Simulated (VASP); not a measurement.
Input of a VASP 6.6.1 run:

The input INCAR:

```
SYSTEM = Sn
PREC = Accurate ; ENCUT = 450
EDIFF = 1E-7 ; ISMEAR = -1
SIGMA = 0.02 ; LREAL = .False.
LASPH = .True. ; NELM = 120
ALGO = Normal ; ISIF = 2
LWAVE = .False. ; LCHARG = .False.
LDIPOL = .True. ; IDIPOL = 3
DIPOL = 0.5 0.5 0.500 ; GGA = PE
IBRION = 2 ; NSW = 60
EDIFFG = -0.01 ; GGA_COMPAT = .False.
NELMIN = 4 ; NELMDL = -8
KPAR = 4
```

Contents of KPOINTS:

```
regular mesh
0
Gamma
  7 5 1
  0 0 0
```

The input POSCAR:

```
Sn
1.0
    4.7064645934      0.0000000000      0.0000000000
    0.0000000000      6.6559460589      0.0000000000
    0.0000000000      0.0000000000     18.3532000000
Sn
4
Direct
    0.0000000000      0.3750000000      0.4358904088
    0.5000000000      0.1250000000      0.4358904088
    0.5000000000      0.8750000000      0.5641095912
    0.0000000000      0.6250000000      0.5641095912
```

Potentials or basis: VASP PAW PBE potentials, release 64 (Sn_d).

Launch:

```bash
$ cat potpaw_PBE.64/Sn_d/POTCAR > POTCAR
$ mpirun -np 4 vasp_std > vasp.out
```

Task: Estimate the energy gained by relaxing.

Result: 6.1 meV/atom.

Task: Estimate the band gap on the k mesh.

Result: 0.28 eV, indirect (least direct gap 0.56 eV).

Forces in eV/Å, atoms in the order of the input:
```
Sn   0.000 -0.003  0.002
Sn   0.000  0.003  0.002
Sn   0.000 -0.003 -0.002
Sn   0.000  0.003 -0.002
```

Caveat: spin-orbit coupling is left out, which moves the levels of the heavy elements.
